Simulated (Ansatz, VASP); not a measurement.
# RbMgH2: VASP beside Ansatz

File INCAR:

```
PREC     = Accurate       # precision mode
ENCUT    = 840            # plane-wave cutoff, eV
EDIFF    = 1E-6           # SCF threshold, eV
ISMEAR   = 0              # smearing method
SIGMA    = 0.1            # smearing width, eV
LREAL    = False          # projectors in reciprocal space
LASPH    = True           # aspherical terms in the spheres
NELM     = 120            # most SCF steps
ALGO     = Normal         # electronic algorithm
ISIF     = 2              # what is computed and relaxed
LWAVE    = False          # write WAVECAR
LCHARG   = False          # write CHGCAR
GGA      = PE             # functional
NBANDS   = 18             # bands
GGA_COMPAT= False
```

Contents of KPOINTS:

```
regular mesh
0
Gamma
  6 6 4
```

The input POSCAR:

```
RbMgH2
1.0
    3.6178603200      0.0000000000      0.0000000000
   -1.8089301600      3.1331589400      0.0000000000
    0.0000000000      0.0000000000      5.6443766300
Rb Mg H
1 1 2
Direct
    0.0000000000      0.0000000000      0.0000000000
    0.0000000000      0.0000000000      0.5000000000
    0.3333333300      0.6666666700      0.0000000000
    0.6666666700      0.3333333300      0.0000000000
```

Input for Ansatz:

```yaml
crystal:
  lattice:
    - [3.61786032, 0.0, 0.0]
    - [-1.80893016, 3.13315894, 0.0]
    - [0.0, 0.0, 5.64437663]
  atoms:
    - { symbol: Rb, position: [0.0, 0.0, 0.0] }
    - { symbol: Mg, position: [0.0, 0.0, 0.5] }
    - { symbol: H, position: [0.33333333, 0.66666667, 0.0] }
    - { symbol: H, position: [0.66666667, 0.33333333, 0.0] }
basis:
  ecutwfc: 420
kpoints:
  mp_grid: { grid: [6, 6, 4] }
hamiltonian:
  xc: pbe
scf:
  occupations: { method: gaussian, width: 0.1 }
  lower_state_search: "off"
output:
  forces: true
  stress: true
  eigenvalues: true
```

Alike in both runs: task single point; functional PBE; k mesh 6 × 6 × 4; occupations gaussian, width 0.1 eV; no spin polarisation.

|  | VASP | Ansatz |
| --- | --- | --- |
| version | VASP 6.6.1 | Ansatz 0.2.0 |
| potentials or method | VASP PAW PBE potentials, release 64 (Rb_sv, Mg_sv, H), cutoff 840 eV | scalar-relativistic, plane waves, PAW |
| valence electrons in the cell | 21 | 21 |

```tsv
	VASP	Ansatz	Ansatz less VASP
gap on the k mesh at the Fermi level (eV)	none	none	-
pressure (GPa)	16.3	15.9	-0.36
traceless stress, the component that is largest in VASP (GPa)	-3.35	-2.93	+0.415
```

A gap of «none» marks a metal or a gap that the smearing closes.
